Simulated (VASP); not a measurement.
# Nb3N in VASP: a series of runs

The runs below take Nb3N through single point, with PBE.

Program: VASP 6.6.1. These are calculated values, not measurements. Logs are shortened: lines on timing, memory, paths and dates and some standing lists are left out, and cuts for length are marked.

### 1 The cell of the first run

The cell holds a slab with vacuum, 4 atoms: a = 2.983 Å, b = 2.983 Å, c = 19.745 Å, α = 90.00°, β = 90.00°, γ = 90.00°.

### 2 Single point, PBE

INCAR reads:

```
SYSTEM = Nb3N
PREC = Accurate ; ENCUT = 520
EDIFF = 1E-7 ; ISMEAR = 0
SIGMA = 0.1 ; LREAL = .False.
LASPH = .True. ; NELM = 80
ALGO = Normal ; ISIF = 2
LWAVE = .False. ; LCHARG = .False.
LDIPOL = .True. ; IDIPOL = 3
DIPOL = 0.5 0.5 0.355 ; GGA = PE
NBANDS = 30
```

KPOINTS reads:

```
Automatic mesh
0
Gamma
  9 9 1
  0 0 0
```

POSCAR reads:

```
Nb3N
1.0
    2.9829001615      0.0000000000      0.0000000000
    0.0000000000      2.9829001615      0.0000000000
    0.0000000000      0.0000000000     19.7446861459
Nb N
3 1
Direct
    0.5000000000      0.5000000000      0.2025861526
    0.0000000000      0.0000000000      0.3100743693
    0.5000000000      0.5000000000      0.4175648114
    0.5000000000      0.8333333333      0.4877933812
```

Potentials or basis: VASP PAW PBE potentials, release 64 (Nb_sv, N).

Launch:

```console
$ cat potpaw_PBE.64/Nb_sv/POTCAR potpaw_PBE.64/N/POTCAR > POTCAR
$ mpirun -np 1 vasp_std > vasp.out
```

OUTCAR:

```text
SYSTEM = Nb3N
   PREC = Accurate
   ENCUT = 520
   EDIFF = 1E-7
   ISMEAR = 0
   LREAL = .False.
   LASPH = .True.
   NELM = 80
   ISIF = 2
   GGA = PE

 ion  position               nearest neighbor table
   1  0.500  0.500  0.203-   2 2.99   2 2.99   2 2.99   2 2.99
   2  0.000  0.000  0.310-   1 2.99   1 2.99   1 2.99   1 2.99   3 2.99   3 2.99   3 2.99   3 2.99

   3  0.500  0.500  0.418-   4 1.71   2 2.99   2 2.99   2 2.99   2 2.99
   4  0.500  0.833  0.488-   3 1.71

  LATTYP: Found a simple tetragonal cell.
 ALAT       =     2.9829001615
 C/A-ratio  =     6.6192916547

  Lattice vectors:

 A1 = (   2.9829001615,   0.0000000000,   0.0000000000)
 A2 = (   0.0000000000,   2.9829001615,   0.0000000000)
 A3 = (   0.0000000000,   0.0000000000,  19.7446861459)

Analysis of symmetry for initial positions (statically):
=====================================================================
 Subroutine PRICEL returns:
 Original cell was already a primitive cell.

 Routine SETGRP: Setting up the symmetry group for a
 simple tetragonal supercell.

 Subroutine GETGRP returns: Found  2 space group operations
 (whereof  2 operations were pure point group operations)
 out of a pool of 16 trial point group operations.

The static configuration has the point symmetry C_1h.

Analysis of symmetry for dynamics (positions and initial velocities):
=====================================================================
 Subroutine PRICEL returns:
 Original cell was already a primitive cell.

 Routine SETGRP: Setting up the symmetry group for a
 simple tetragonal supercell.

 Subroutine GETGRP returns: Found  2 space group operations
 (whereof  2 operations were pure point group operations)
 out of a pool of 16 trial point group operations.

The dynamic configuration has the point symmetry C_1h.

 Subroutine INISYM returns: Found  2 space group operations
 (whereof  2 operations are pure point group operations),
 and found     1 'primitive' translations

----------------------------------------------------------------------------------------

                                     Primitive cell

  volume of cell :     175.6822

  direct lattice vectors                    reciprocal lattice vectors
     2.982900161  0.000000000  0.000000000     0.335244207  0.000000000  0.000000000
     0.000000000  2.982900161  0.000000000     0.000000000  0.335244207  0.000000000
     0.000000000  0.000000000 19.744686146     0.000000000  0.000000000  0.050646538

  length of vectors
     2.982900161  2.982900161 19.744686146     0.335244207  0.335244207  0.050646538

  position of ions in fractional coordinates (direct lattice)
     0.500000000  0.500000000  0.202586153
     0.000000000  0.000000000  0.310074369
     0.500000000  0.500000000  0.417564811
     0.500000000  0.833333333  0.487793381

  ion indices of the primitive-cell ions
   primitive index   ion index
                 1           1
                 2           2
                 3           3
                 4           4

----------------------------------------------------------------------------------------

 KPOINTS: Automatic mesh

Automatic generation of k-mesh.
 Grid dimensions read from file:
 generate k-points for:    9    9    1

 Generating k-lattice:

  Cartesian coordinates                     Fractional coordinates (reciprocal lattice)
     0.037249356  0.000000000  0.000000000     0.111111111  0.000000000  0.000000000
     0.000000000  0.037249356  0.000000000     0.000000000  0.111111111  0.000000000
     0.000000000  0.000000000  0.050646538     0.000000000  0.000000000  1.000000000

  Length of vectors
     0.037249356  0.037249356  0.050646538

  Shift w.r.t. Gamma in fractional coordinates (k-lattice)
     0.000000000  0.000000000  0.000000000

 Subroutine IBZKPT returns following result:
 ===========================================

 Found     25 irreducible k-points:

 Following reciprocal coordinates:
            Coordinates               Weight
  0.000000  0.000000  0.000000      1.000000
  0.111111  0.000000  0.000000      2.000000
  0.000000  0.111111  0.000000      2.000000
  0.222222  0.000000  0.000000      2.000000
  0.000000  0.222222  0.000000      2.000000
  0.333333  0.000000  0.000000      2.000000
[... 16 lines left out ...]
  0.444444  0.333333  0.000000      4.000000
 -0.333333  0.444444  0.000000      4.000000
   k-points           NKPTS =     25   k-points in BZ     NKDIM =     25   number of bands    NBANDS=     30
   number of dos      NEDOS =    301   number of ions     NIONS =      4
   total plane-waves  NPLWV =  86400
   dimension x,y,z NGX =    24 NGY =   24 NGZ =  150
   dimension x,y,z NGXF=    48 NGYF=   48 NGZF=  300
   ions per type =               3   1
   NGX,Y,Z   is equivalent  to a cutoff of  13.38, 13.38, 12.63 a.u.
   NGXF,Y,Z  is equivalent  to a cutoff of  26.75, 26.75, 25.26 a.u.
 SYSTEM =  Nb3N
   PREC   = accura    normal or accurate (medium, high low for compatibility)
   ISTART =      0    job   : 0-new  1-cont  2-samecut
   ICHARG =      2    charge: 1-file 2-atom 10-const
   ISPIN  =      1    spin polarized calculation?
   LNONCOLLINEAR =      F non collinear calculations
   LSORBIT =      F    spin-orbit coupling
   LASPH  =      T    aspherical Exc in radial PAW
   ENCUT  =  520.0 eV  38.22 Ry    6.18 a.u.   5.55  5.55 36.71*2*pi/ulx,y,z
   NELM   =     80;   NELMIN=  2; NELMDL= -5     # of ELM steps
   EDIFF  = 0.1E-06   stopping-criterion for ELM
   LREAL  =      F    real-space projection
   EDIFFG = 0.1E-05   stopping-criterion for IOM
   NSW    =      0    number of steps for IOM
   IBRION =     -1    ionic relax: 0-MD 1-quasi-New 2-CG
   NFREE  =      0    steps in history (QN), initial steepest desc. (CG)
   ISIF   =      2    stress and relaxation
   ISYM   =      2    0-nonsym 1-usesym 2-fastsym
   POTIM  = 0.5000    time-step for ionic-motion
   TEBEG  =    0.0;   TEEND  =   0.0 temperature during run
   PSTRESS=    0.0 pullay stress
   NELECT =      44.0000    total number of electrons
   NUPDOWN=      -1.0000    fix difference up-down
   EMIN   =  10.00;   EMAX   =-10.00  energy-range for DOS
   EFERMI =   0.00;   METHOD = LEGACY
   ISMEAR =     0;   SIGMA  =   0.10  broadening in eV -4-tet -1-fermi 0-gaus
   EFERMI_NEDOS =   21; number of points for ismear=-14 and -15
   IALGO  =     38    algorithm
   IMIX   =      4    mixing-type and parameters
     AMIX     =   0.40;   BMIX     =  1.00
     AMIX_MAG =   1.60;   BMIX_MAG =  1.00
  volume/ion in A,a.u.               =      43.92       296.39
  Fermi-wavevector in a.u.,A,eV,Ry     =   1.031929  1.950063 14.488538  1.064878
  Thomas-Fermi vector in A             =   2.166102
   LORBIT       =      0    0 simple, 1 ext, 2 COOP (PROOUT), +10 PAW based schemes
   GGA     = PE    functional components
   LHFCALC =     F    Hartree Fock is set to
   AEXX    =    0.0000 exact exchange contribution
   IVDW    =     0    specifies the selected vdW correction
   LEPSILON=     F    determine dielectric tensor
   LRPA    =     F    only Hartree local field effects (RPA)
 non-spin polarized calculation
 Gauss-broadening in eV      SIGMA  =   0.10
  energy-cutoff  :      520.00
  volume of cell :      175.68
 maximum number of plane-waves:      4765
 NGX is ok and might be reduce to    24
   NGX = 11   NGY = 11   NGZ = 73

 dipolmoment           0.000000      0.000000     -0.096294 electrons x Angstroem

 number of electron      44.0000007 magnetization

 dipolmoment           0.000000      0.000000      0.142028 electrons x Angstroem

 Free energy of the ion-electron system (eV)
  ---------------------------------------------------
  ext. energy  EPLUGINS =         0.00000000
  ---------------------------------------------------
  free energy    TOTEN  =       -35.61280995 eV

  energy without entropy =      -35.58691065  energy(sigma->0) =      -35.59986030

 E-fermi :   0.0195     XC(G=0):  -5.3981

 val. band max:        0.0151342828   @ k =  -0.1111   0.3333   0.0000
 cond. band min:       0.0577423359   @ k =   0.2222   0.1111   0.0000
 fundamental gap:      0.0426080531
 Fermi energy:         0.0195314007

 k-point     1 :       0.0000    0.0000    0.0000
  band No.  band energies     occupation
      1     -55.0842      2.00000
      2     -54.7475      2.00000
      3     -54.4232      2.00000
      4     -31.3658      2.00000
      5     -31.0380      2.00000
      6     -30.7823      2.00000
[... 22 lines left out ...]
     29       2.9628      0.00000
     30       3.4155      0.00000

 k-point     2 :       0.1111    0.0000    0.0000
  band No.  band energies     occupation
      1     -55.0756      2.00000
      2     -54.7398      2.00000
      3     -54.4170      2.00000
      4     -31.3472      2.00000
      5     -31.0569      2.00000
      6     -30.8495      2.00000
[... 22 lines left out ...]
     29       3.1414      0.00000
     30       3.3892      0.00000

 k-point     3 :       0.0000    0.1111    0.0000
  band No.  band energies     occupation
      1     -55.0756      2.00000
      2     -54.7398      2.00000
      3     -54.4163      2.00000
      4     -31.3475      2.00000
      5     -31.0608      2.00000
      6     -30.8511      2.00000
[... 22 lines left out ...]
     29       3.0016      0.00000
     30       3.4661      0.00000

 k-point     4 :       0.2222    0.0000    0.0000
  band No.  band energies     occupation
      1     -55.0537      2.00000
      2     -54.7202      2.00000
      3     -54.4011      2.00000
      4     -31.3098      2.00000
      5     -31.1522      2.00000
      6     -30.9743      2.00000
[... 22 lines left out ...]
     29       2.8732      0.00000
     30       3.3508      0.00000

 k-point     5 :       0.0000    0.2222    0.0000
  band No.  band energies     occupation
      1     -55.0537      2.00000
      2     -54.7203      2.00000
      3     -54.3988      2.00000
      4     -31.3143      2.00000
      5     -31.1560      2.00000
      6     -31.0073      2.00000
[... 22 lines left out ...]
     29       3.1123      0.00000
     30       3.2694      0.00000
[... 526 lines left out ...]
     29       4.0841      0.00000
     30       4.5979      0.00000

 k-point    22 :       0.3333    0.3333    0.0000
  band No.  band energies     occupation
      1     -54.9799      2.00000
      2     -54.6499      2.00000
      3     -54.3329      2.00000
      4     -31.2691      2.00000
      5     -31.2359      2.00000
      6     -31.1559      2.00000
[... 22 lines left out ...]
     29       3.3976      0.00000
     30       3.9286      0.00000

 k-point    23 :       0.4444    0.3333    0.0000
  band No.  band energies     occupation
      1     -54.9655      2.00000
      2     -54.6357      2.00000
      3     -54.3194      2.00000
      4     -31.3526      2.00000
      5     -31.3048      2.00000
      6     -31.1147      2.00000
[... 22 lines left out ...]
     29       4.1409      0.00000
     30       4.8266      0.00000

 k-point    24 :      -0.3333    0.4444    0.0000
  band No.  band energies     occupation
      1     -54.9655      2.00000
      2     -54.6358      2.00000
      3     -54.3181      2.00000
      4     -31.3584      2.00000
      5     -31.2885      2.00000
      6     -31.2106      2.00000
[... 22 lines left out ...]
     29       4.2950      0.00000
     30       4.6772      0.00000

 [... further k-points ...]

------------------------ aborting loop because EDIFF is reached ----------------------------------------

 vacuum level on the upper side and lower side of the slab       (xc-potential included)         1.286        -1.594

  FORCE on cell =-STRESS in cart. coord.  units (eV):
  Direction    XX          YY          ZZ          XY          YZ          ZX
  --------------------------------------------------------------------------------------
  -------------------------------------------------------------------------------------
  Total       -0.8491303     -2.9839382      2.4015573      0.0000000      2.7590340      0.0000000
  in kB       -7.7438556    -27.2127693     21.9016012      0.0000000     25.1616990      0.0000000
  external PRESSURE =      -4.3516746 kB  Pullay stress =       0.0000000 kB

 VOLUME and BASIS-vectors are now :
 -----------------------------------------------------------------------------
  energy-cutoff  :      520.00
  volume of cell :      175.68
      direct lattice vectors                 reciprocal lattice vectors
     2.982900161  0.000000000  0.000000000     0.335244207  0.000000000  0.000000000
     0.000000000  2.982900161  0.000000000     0.000000000  0.335244207  0.000000000
     0.000000000  0.000000000 19.744686146     0.000000000  0.000000000  0.050646538

 POSITION                                       TOTAL-FORCE (eV/Angst)
 -----------------------------------------------------------------------------------
      1.49145      1.49145      4.00000         0.000000      0.075128      0.151502
      0.00000      0.00000      6.12232         0.000000      0.124782     -1.408616
      1.49145      1.49145      8.24469         0.000000     -2.614857      1.182447
      1.49145      2.48575      9.63133         0.000000      2.414946      0.074667
 -----------------------------------------------------------------------------------
    total drift:                                0.000000     -0.000031      0.000510

  FREE ENERGIE OF THE ION-ELECTRON SYSTEM (eV)
  ---------------------------------------------------
  free  energy   TOTEN  =       -35.6128099459 eV

  energy  without entropy=      -35.5869106462  energy(sigma->0) =      -35.59986030

 vacuum level on the upper side and lower side of the slab         7.159         4.211
```

Run time: 2.8 min. Hardware: 1 thread of Intel Xeon Platinum 8559C (Emerald Rapids), shared host; peak memory 0.33 GiB.

What came out:

```yaml
Free_energy: -35.6128 eV
Largest_force: 2.870 eV/Å
Band_gap_on_the_k_mesh: zero (bands 22 and 23 overlap by 0.35 eV)
```

Forces on the atoms (eV/Å):
```
Nb   0.000  0.075  0.152
Nb   0.000  0.125 -1.409
Nb   0.000 -2.615  1.182
N    0.000  2.415  0.075
```

Levels at points of the mesh, in eV from the Fermi level:
```
           k point  band 20  band 21  band 22  band 23  band 24  band 25
(0.00, 0.00, 0.00)    -1.18    -1.03    -0.22     0.76     0.80     1.17
```

[end of part 1 of 2]

The gap in the log of VASP goes by the Fermi energy; the results here count the filled bands.